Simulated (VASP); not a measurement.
# Re (P6_3/mmc) in VASP: further runs

Re is run at these levels: r2SCAN; tasks: single point.

All numbers are computed with VASP 6.6.1; they aren't measurements. Logs are shortened: lines on timing, memory, paths and dates and some standing lists are left out, and cuts for length are marked.

## (1) The cell of the first run

Symmetry: P6_3/mmc, No. 194, hexagonal system. Conventional cell: a = 2.760 Å, b = 2.760 Å, c = 4.457 Å, α = 90.00°, β = 90.00°, γ = 120.00°. Re (site symmetry -6m2) has 12 Re at 2.74 to 2.76 Å within 3.6 Å.

## (2) Single point, r2SCAN

Input file POSCAR:

```
Re
1.0
    2.7598270443      0.0000000000      0.0000000000
   -1.3799135221      2.3900803304      0.0000000000
    0.0000000000      0.0000000000      4.4572270891
Re
2
Direct
    0.3333333333      0.6666666667      0.2500000000
    0.6666666667      0.3333333333      0.7500000000
```

Input file INCAR.step1:

```
ALGO = Normal
EDIFF = 1E-4
ENCUT = 520
GGA = PE
ISMEAR = 1
LASPH = T
LCHARG = F
LREAL = F
LWAVE = T
NBANDS = 14
NELM = 100
PREC = Accurate
SIGMA = 0.01
```

Input file INCAR.step2:

```
ALGO = Normal
EDIFF = 1E-6
ENCUT = 520
ISIF = 2
ISMEAR = 1
ISTART = 1
LASPH = T
LCHARG = T
LELF = T
LMIXTAU = T
LREAL = F
LVHAR = T
LWAVE = F
METAGGA = R2SCAN
NBANDS = 14
NELM = 100
PREC = Accurate
SIGMA = 0.01
```

Input file KPOINTS:

```
k-points
0
Gamma
  13 13 7
```

Potentials or basis: VASP PAW PBE potentials, release 64 (Re).

The run is started by

```
cat potpaw_PBE.64/Re/POTCAR > POTCAR
cp INCAR.step1 INCAR
mpirun -np 1 vasp_std > vasp.out
cp INCAR.step2 INCAR
mpirun -np 1 vasp_std > vasp.out
```

OUTCAR:

```text
EDIFF = 1E-6
   ENCUT = 520
   ISIF = 2
   ISMEAR = 1
   ISTART = 1
   LASPH = T
   LREAL = F
   METAGGA = R2SCAN
   NELM = 100
   PREC = Accurate

 ion  position               nearest neighbor table
   1  0.333  0.667  0.250-   2 2.74   2 2.74   2 2.74   2 2.74   2 2.74   2 2.74
   2  0.667  0.333  0.750-   1 2.74   1 2.74   1 2.74   1 2.74   1 2.74   1 2.74

  LATTYP: Found a hexagonal cell.
 ALAT       =     2.7598270443
 C/A-ratio  =     1.6150385577

  Lattice vectors:

 A1 = (   2.7598270443,   0.0000000000,   0.0000000000)
 A2 = (  -1.3799135221,   2.3900803304,   0.0000000000)
 A3 = (   0.0000000000,   0.0000000000,   4.4572270891)

Analysis of symmetry for initial positions (statically):
=====================================================================
 Subroutine PRICEL returns:
 Original cell was already a primitive cell.

 Routine SETGRP: Setting up the symmetry group for a
 hexagonal supercell.

 Subroutine GETGRP returns: Found 24 space group operations
 (whereof 12 operations were pure point group operations)
 out of a pool of 24 trial point group operations.

The static configuration has the point symmetry D_3d.
 The point group associated with its full space group is D_6h.

Analysis of symmetry for dynamics (positions and initial velocities):
=====================================================================
 Subroutine PRICEL returns:
 Original cell was already a primitive cell.

 Routine SETGRP: Setting up the symmetry group for a
 hexagonal supercell.

 Subroutine GETGRP returns: Found 24 space group operations
 (whereof 12 operations were pure point group operations)
 out of a pool of 24 trial point group operations.

The dynamic configuration has the point symmetry D_3d.
 The point group associated with its full space group is D_6h.

 Subroutine INISYM returns: Found 24 space group operations
 (whereof 12 operations are pure point group operations),
 and found     1 'primitive' translations

----------------------------------------------------------------------------------------

                                     Primitive cell

  volume of cell :      29.4008

  direct lattice vectors                    reciprocal lattice vectors
     2.759827044  0.000000000  0.000000000     0.362341547  0.209197990  0.000000000
    -1.379913522  2.390080330  0.000000000     0.000000000  0.418395979  0.000000000
     0.000000000  0.000000000  4.457227089     0.000000000  0.000000000  0.224354734

  length of vectors
     2.759827044  2.759827044  4.457227089     0.418395979  0.418395979  0.224354734

[... 87 lines left out ...]
   ISYM   =      2    0-nonsym 1-usesym 2-fastsym
   POTIM  = 0.5000    time-step for ionic-motion
   TEBEG  =    0.0;   TEEND  =   0.0 temperature during run
   PSTRESS=    0.0 pullay stress
   NELECT =      14.0000    total number of electrons
   NUPDOWN=      -1.0000    fix difference up-down
   EMIN   =  10.00;   EMAX   =-10.00  energy-range for DOS
   EFERMI =   0.00;   METHOD = LEGACY
   ISMEAR =     1;   SIGMA  =   0.01  broadening in eV -4-tet -1-fermi 0-gaus
   EFERMI_NEDOS =   21; number of points for ismear=-14 and -15
   IALGO  =     38    algorithm
   IMIX   =      4    mixing-type and parameters
     AMIX     =   0.40;   BMIX     =  1.00
     AMIX_MAG =   1.60;   BMIX_MAG =  1.00
  volume/ion in A,a.u.               =      14.70        99.20
  Fermi-wavevector in a.u.,A,eV,Ry     =   1.278393  2.415813 22.235856  1.634289
  Thomas-Fermi vector in A             =   2.410938
   LORBIT       =      0    0 simple, 1 ext, 2 COOP (PROOUT), +10 PAW based schemes
   METAGGA = R2SCAN    functional components
   LHFCALC =     F    Hartree Fock is set to
   AEXX    =    0.0000 exact exchange contribution
   IVDW    =     0    specifies the selected vdW correction
   LEPSILON=     F    determine dielectric tensor
   LRPA    =     F    only Hartree local field effects (RPA)
 non-spin polarized calculation
 Methfessel and Paxton  Order N= 1 SIGMA  =   0.01
  energy-cutoff  :      520.00
  volume of cell :       29.40
 maximum number of plane-waves:       808
 NGX is ok and might be reduce to    24
   NGX = 11   NGY = 11   NGZ = 17

 number of electron      14.0000000 magnetization

 Free energy of the ion-electron system (eV)
  ---------------------------------------------------
  ext. energy  EPLUGINS =         0.00000000
  ---------------------------------------------------
  free energy    TOTEN  =      -104.89983923 eV

  energy without entropy =     -104.89978368  energy(sigma->0) =     -104.89982072

 E-fermi :   7.6516     XC(G=0): -14.9941

 val. band max:        7.6310189860   @ k =   0.0769   0.0769   0.0000
 cond. band min:       7.6516188161   @ k =   0.1538   0.0769   0.2857
 fundamental gap:      0.0205998301
 Fermi energy:         7.6516005934

 k-point     1 :       0.0000    0.0000    0.0000
  band No.  band energies     occupation
      1      -2.6544      2.00000
      2       0.7594      2.00000
      3       6.0566      2.00000
      4       6.0710      2.00000
      5       6.0710      2.00000
      6       6.9357      2.00000
      7       6.9357      2.00000
      8       7.9165      0.00000
      9       7.9165      0.00000
     10       8.2486      0.00000
     11      11.2222      0.00000
     12      11.2222      0.00000
     13      18.2663      0.00000
     14      22.5185      0.00000
[... 377 lines left out ...]
      1      -1.4539      2.00000
      2       1.6464      2.00000
      3       4.9265      2.00000
      4       5.2639      2.00000
      5       6.1176      2.00000
      6       6.6575      2.00000
      7       6.9361      2.00000
      8       7.5034      2.00000
      9       7.9633      0.00000
     10       8.1158      0.00000
     11      11.5590      0.00000
     12      13.4198      0.00000
     13      19.2348      0.00000
     14      23.9726      0.00000

 [... further k-points ...]
[... 5 lines left out ...]
  --------------------------------------------------------------------------------------
  -------------------------------------------------------------------------------------
  Total       -0.0122644     -0.0122644     -0.0529806     -0.0000000      0.0000000      0.0000000
  in kB       -0.6683416     -0.6683416     -2.8871422     -0.0000000      0.0000000      0.0000000
  external PRESSURE =      -1.4079418 kB  Pullay stress =       0.0000000 kB

 VOLUME and BASIS-vectors are now :
 -----------------------------------------------------------------------------
  energy-cutoff  :      520.00
  volume of cell :       29.40
      direct lattice vectors                 reciprocal lattice vectors
     2.759827044  0.000000000  0.000000000     0.362341547  0.209197990  0.000000000
    -1.379913522  2.390080330  0.000000000     0.000000000  0.418395979  0.000000000
     0.000000000  0.000000000  4.457227089     0.000000000  0.000000000  0.224354734

 POSITION                                       TOTAL-FORCE (eV/Angst)
 -----------------------------------------------------------------------------------
     -0.00000      1.59339      1.11431        -0.000000      0.000000      0.000000
      1.37991      0.79669      3.34292         0.000000     -0.000000      0.000000
 -----------------------------------------------------------------------------------
    total drift:                                0.000000     -0.000000     -0.000000

  FREE ENERGIE OF THE ION-ELECTRON SYSTEM (eV)
  ---------------------------------------------------
  free  energy   TOTEN  =      -104.8998392307 eV

  energy  without entropy=     -104.8997836842  energy(sigma->0) =     -104.89982072
```

OUTCAR.step1:

```text
EDIFF = 1E-4
   ENCUT = 520
   GGA = PE
   ISMEAR = 1
   LASPH = T
[... 632 lines left out ...]
 -----------------------------------------------------------------------------------
     -0.00000      1.59339      1.11431         0.000000      0.000000      0.000000
      1.37991      0.79669      3.34292        -0.000000     -0.000000      0.000000
 -----------------------------------------------------------------------------------
    total drift:                                0.000000     -0.000000     -0.000000

  FREE ENERGIE OF THE ION-ELECTRON SYSTEM (eV)
  ---------------------------------------------------
  free  energy   TOTEN  =       -24.8418552647 eV

  energy  without entropy=      -24.8417895888  energy(sigma->0) =      -24.84183337
```

Run time: 2 min. Hardware: 1 thread of Intel Xeon 8259CL, shared host; peak memory 0.18 GiB.

Results:

- Free energy: -104.8998 eV
- Pressure: -0.1 GPa
- Band gap on the k mesh: zero (bands 7 and 8 overlap by 2.80 eV)

Levels at points of the mesh, in eV from the Fermi level:
| k point | band 3 | band 4 | band 5 | band 6 | band 7 | band 8 | band 9 | band 10 | band 11 | band 12 |
| --- | --- | --- | --- | --- | --- | --- | --- | --- | --- | --- |
| (0.00, 0.00, 0.00) | -1.60 | -1.58 | -1.58 | -0.72 | -0.72 | 0.26 | 0.26 | 0.60 | 3.57 | 3.57 |

Caveat: the PAW data sets were made with another functional, which shifts forces and pressure a little; spin-orbit coupling is left out, which moves the levels of the heavy elements.

## (3) Single point, r2SCAN

POSCAR is that of step 2.

Input file INCAR.step1:

```
SYSTEM = Re
ALGO = Normal
EDIFF = 1E-4
ENCUT = 520
GGA = PE
ISMEAR = 1
LASPH = .True.
LCHARG = .False.
LREAL = .False.
LWAVE = .True.
NBANDS = 14
NELM = 100
PREC = Accurate
SIGMA = 0.03
```

Input file INCAR.step2:

```
SYSTEM = Re
ALGO = Normal
EDIFF = 1E-6
ENCUT = 520
ISIF = 2
ISMEAR = 1
ISTART = 1
LASPH = .True.
LCHARG = .True.
LELF = .True.
LMIXTAU = .True.
LREAL = .False.
LVHAR = .True.
LWAVE = .False.
METAGGA = R2SCAN
NBANDS = 14
NELM = 100
PREC = Accurate
SIGMA = 0.03
```

Input file KPOINTS:

```
k-points
0
Gamma
  13 13 7
  0 0 0
```

Potentials or basis: VASP PAW PBE potentials, release 64 (Re).

The run is started by

```
cat potpaw_PBE.64/Re/POTCAR > POTCAR
cp INCAR.step1 INCAR
mpirun -np 1 vasp_std > vasp.out
cp INCAR.step2 INCAR
mpirun -np 1 vasp_std > vasp.out
```

OUTCAR:

```text
SYSTEM = Re
   EDIFF = 1E-6
   ENCUT = 520
   ISIF = 2
   ISMEAR = 1
   ISTART = 1
   LASPH = .True.
   LREAL = .False.
   METAGGA = R2SCAN
   NELM = 100
   PREC = Accurate

 ion  position               nearest neighbor table
   1  0.333  0.667  0.250-   2 2.74   2 2.74   2 2.74   2 2.74   2 2.74   2 2.74
   2  0.667  0.333  0.750-   1 2.74   1 2.74   1 2.74   1 2.74   1 2.74   1 2.74

  LATTYP: Found a hexagonal cell.
 ALAT       =     2.7598270443
 C/A-ratio  =     1.6150385577

  Lattice vectors:

 A1 = (   2.7598270443,   0.0000000000,   0.0000000000)
 A2 = (  -1.3799135221,   2.3900803304,   0.0000000000)
 A3 = (   0.0000000000,   0.0000000000,   4.4572270891)

Analysis of symmetry for initial positions (statically):
=====================================================================
 Subroutine PRICEL returns:
 Original cell was already a primitive cell.

 Routine SETGRP: Setting up the symmetry group for a
 hexagonal supercell.

 Subroutine GETGRP returns: Found 24 space group operations
 (whereof 12 operations were pure point group operations)
 out of a pool of 24 trial point group operations.

The static configuration has the point symmetry D_3d.
 The point group associated with its full space group is D_6h.

[... 170 lines left out ...]
  band No.  band energies     occupation
      1      -2.6545      2.00000
      2       0.7593      2.00000
      3       6.0566      2.00000
      4       6.0707      2.00000
      5       6.0707      2.00000
      6       6.9354      2.00000
      7       6.9354      2.00000
      8       7.9164     -0.00000
      9       7.9164     -0.00000
     10       8.2486     -0.00000
     11      11.2220      0.00000
     12      11.2220      0.00000
     13      18.2662      0.00000
     14      22.5183      0.00000
[... 377 lines left out ...]
      1      -1.4539      2.00000
      2       1.6463      2.00000
      3       4.9263      2.00000
      4       5.2638      2.00000
      5       6.1174      2.00000
      6       6.6573      2.00000
      7       6.9359      2.00000
      8       7.5032      2.00000
      9       7.9630     -0.00000
     10       8.1156     -0.00000
     11      11.5587      0.00000
     12      13.4196      0.00000
     13      19.2348      0.00000
     14      23.9725      0.00000

 [... further k-points ...]
[... 5 lines left out ...]
  --------------------------------------------------------------------------------------
  -------------------------------------------------------------------------------------
  Total       -0.0108221     -0.0108221     -0.0522040     -0.0000000     -0.0000000      0.0000000
  in kB       -0.5897445     -0.5897445     -2.8448227     -0.0000000     -0.0000000      0.0000000
  external PRESSURE =      -1.3414372 kB  Pullay stress =       0.0000000 kB

 VOLUME and BASIS-vectors are now :
 -----------------------------------------------------------------------------
  energy-cutoff  :      520.00
  volume of cell :       29.40
      direct lattice vectors                 reciprocal lattice vectors
     2.759827044  0.000000000  0.000000000     0.362341547  0.209197990  0.000000000
    -1.379913522  2.390080330  0.000000000     0.000000000  0.418395979  0.000000000
     0.000000000  0.000000000  4.457227089     0.000000000  0.000000000  0.224354734

 POSITION                                       TOTAL-FORCE (eV/Angst)
 -----------------------------------------------------------------------------------
     -0.00000      1.59339      1.11431        -0.000000      0.000000      0.000000
      1.37991      0.79669      3.34292         0.000000      0.000000      0.000000
 -----------------------------------------------------------------------------------
    total drift:                                0.000000     -0.000000     -0.000000

  FREE ENERGIE OF THE ION-ELECTRON SYSTEM (eV)
  ---------------------------------------------------
  free  energy   TOTEN  =      -104.8998844247 eV

  energy  without entropy=     -104.8999334200  energy(sigma->0) =     -104.89990076
```

OSZICAR.step1:

```text
N       E                     dE             d eps       ncg     rms          rms(c)
DAV:   1     0.205836804656E+02    0.20584E+02   -0.68208E+03  4704   0.125E+03
DAV:   2    -0.252406142485E+02   -0.45824E+02   -0.40735E+02  3860   0.282E+02
DAV:   3    -0.262251744294E+02   -0.98456E+00   -0.95938E+00  3652   0.429E+01
DAV:   4    -0.262352623302E+02   -0.10088E-01   -0.10069E-01  3646   0.306E+00
DAV:   5    -0.262354620944E+02   -0.19976E-03   -0.19975E-03  3696   0.711E-01    0.428E+01
DAV:   6    -0.251997061162E+02    0.10358E+01   -0.79103E-01  4084   0.249E+01    0.175E+01
DAV:   7    -0.248554084263E+02    0.34430E+00   -0.53149E-01  4112   0.199E+01    0.584E-01
DAV:   8    -0.248423926675E+02    0.13016E-01   -0.90813E-03  4218   0.117E+00    0.240E-01
DAV:   9    -0.248419569901E+02    0.43568E-03   -0.15042E-04  2906   0.157E-01    0.606E-02
DAV:  10    -0.248419607535E+02   -0.37634E-05   -0.63667E-05  1768   0.232E-01
   1 F= -.24841961E+02 E0= -.24841949E+02  d E =-.345925E-04
```

It took 2 min on 1 thread of Intel Xeon 8259CL, shared host; peak memory 0.18 GiB.

Results:

| Item | Value |
| --- | --- |
| Free energy | -104.8999 eV |
| Pressure | -0.1 GPa |
| Band gap on the k mesh | zero (bands 7 and 8 overlap by 2.80 eV) |

Caveat: the PAW data sets were made with another functional, which shifts forces and pressure a little; spin-orbit coupling is left out, which moves the levels of the heavy elements.

## (4) Single point, r2SCAN

POSCAR is that of step 3.

Input file INCAR.step1:

```
SYSTEM = Re
PREC     = Accurate       ! precision mode
ENCUT    = 520            ! plane-wave cutoff, eV
ISMEAR   = 1              ! smearing method
SIGMA    = 0.1            ! smearing width, eV
LREAL    = .FALSE.        ! projectors in reciprocal space
LASPH    = .TRUE.         ! aspherical terms in the spheres
NELM     = 60             ! most SCF steps
NBANDS   = 14             ! bands
GGA      = PE             ! functional
ALGO     = Normal         ! electronic algorithm
EDIFF    = 1E-4           ! SCF threshold, eV
LWAVE    = .TRUE.         ! write WAVECAR
LCHARG   = .FALSE.        ! write CHGCAR
```

Input file INCAR.step2:

```
SYSTEM = Re
PREC     = Accurate       ! precision mode
ENCUT    = 520            ! plane-wave cutoff, eV
EDIFF    = 1E-6           ! SCF threshold, eV
ISMEAR   = 1              ! smearing method
SIGMA    = 0.1            ! smearing width, eV
LREAL    = .FALSE.        ! projectors in reciprocal space
LASPH    = .TRUE.         ! aspherical terms in the spheres
NELM     = 60             ! most SCF steps
ALGO     = Normal         ! electronic algorithm
ISIF     = 2              ! what is computed and relaxed
LWAVE    = .FALSE.        ! write WAVECAR
LCHARG   = .FALSE.        ! write CHGCAR
METAGGA  = R2SCAN         ! meta-GGA
LMIXTAU  = .TRUE.       
NBANDS   = 14             ! bands
ISTART   = 1
```

Input file KPOINTS:

```
regular mesh
0
G
  13 13 7
  0 0 0
```

The run is started by

```
cat potpaw_PBE.64/Re/POTCAR > POTCAR
cp INCAR.step1 INCAR
mpirun -np 1 vasp_std > vasp.out
cp INCAR.step2 INCAR
mpirun -np 1 vasp_std > vasp.out
```

Wall time 2 min (1 thread of Intel Xeon 8259CL, shared host); peak memory 0.18 GiB.

It converged, with:

- Free energy: -104.8997 eV
- Pressure: -0.2 GPa
- Band gap on the k mesh: zero (bands 7 and 8 overlap by 2.80 eV)

Stress tensor (GPa, compression positive):
```
-0.10  0.00  0.00
 0.00 -0.10  0.00
 0.00  0.00 -0.33
```

Levels at points of the mesh, in eV from the Fermi level:
```csv
k point,band 4,band 5,band 6,band 7,band 8,band 9,band 10,band 11
"(0.00, 0.00, 0.00)",-1.58,-1.58,-0.72,-0.72,0.26,0.26,0.60,3.57
```

Caveat: the PAW data sets were made with another functional, which shifts forces and pressure a little; spin-orbit coupling is left out, which moves the levels of the heavy elements.

## (5) Summary

```csv
smearing,gap on the mesh (eV),pressure (GPa)
methfessel-paxton 0.01 eV,none,-0.1
methfessel-paxton 0.03 eV,none,-0.1
methfessel-paxton 0.1 eV,none,-0.2
```

Alike in all rows: task single point; level r2SCAN; potentials or basis VASP PAW PBE potentials, release 64 (Re); no spin polarisation; cell as given; k mesh 13 × 13 × 7; cutoff (eV) 520.

Caveats: the PAW data sets were made with another functional, which shifts forces and pressure a little; spin-orbit coupling is left out, which moves the levels of the heavy elements.

Total energies depend on the potentials used, so only differences within one code and one set of settings carry meaning.
